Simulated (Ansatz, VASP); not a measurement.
# Ge in VASP and in Ansatz

Contents of INCAR:

```
SYSTEM = Ge
PREC = Accurate
ENCUT = 600
EDIFF = 1E-6
ISMEAR = -1
SIGMA = 0.05
LREAL = .False.
LASPH = .True.
NELM = 100
ALGO = Normal
ISIF = 3
LWAVE = .False.
LCHARG = .False.
GGA = PE
IBRION = 2
NSW = 60
EDIFFG = -0.005
```

File KPOINTS:

```
Automatic mesh
0
Gamma
  19 19 19
  0 0 0
```

POSCAR

```
Ge
1.0
   -1.6809877034      1.6809877034      1.6809877034
    1.6809877034     -1.6809877034      1.6809877034
    1.6809877034      1.6809877034     -1.6809877034
Ge
1
Direct
    0.0000000000      0.0000000000      0.0000000000
```

Input for Ansatz:

```yaml
crystal:
  lattice:
    - [-1.6809877034, 1.6809877034, 1.6809877034]
    - [1.6809877034, -1.6809877034, 1.6809877034]
    - [1.6809877034, 1.6809877034, -1.6809877034]
  atoms:
    - { symbol: Ge, position: [0.0, 0.0, 0.0] }
kpoints:
  mp_grid: { grid: [19, 19, 19] }
scf:
  occupations: { method: fermi_dirac, width: 0.05 }
hamiltonian:
  xc: pbe
  pseudopotentials: { kind: paw }
output:
  forces: true
  stress: true
relax:
  f_tol: 0.005
  max_steps: 40
  cell: {}
```

Alike in both runs: task relaxation of cell and atoms; functional PBE; k mesh 19 × 19 × 19; occupations fermi-dirac, width 0.05 eV; no spin polarisation.

```csv
,VASP,Ansatz
version,VASP 6.6.1,Ansatz 0.2.0
potentials or method,"VASP PAW PBE potentials, release 64 (Ge_d)","PAW with Ansatz's default frozen-core files, scalar-relativistic"
plane-wave cutoff (eV),600,420
valence electrons in the cell,14,14
```

|  | VASP | Ansatz | Ansatz less VASP |
| --- | --- | --- | --- |
| relaxed volume (Å³/atom) | 19.27 | 19.26 | -0.015 |
| relaxed length of the cell vector where the two differ most in proportion (Å) | 2.925 | 2.925 | -0.0008 |
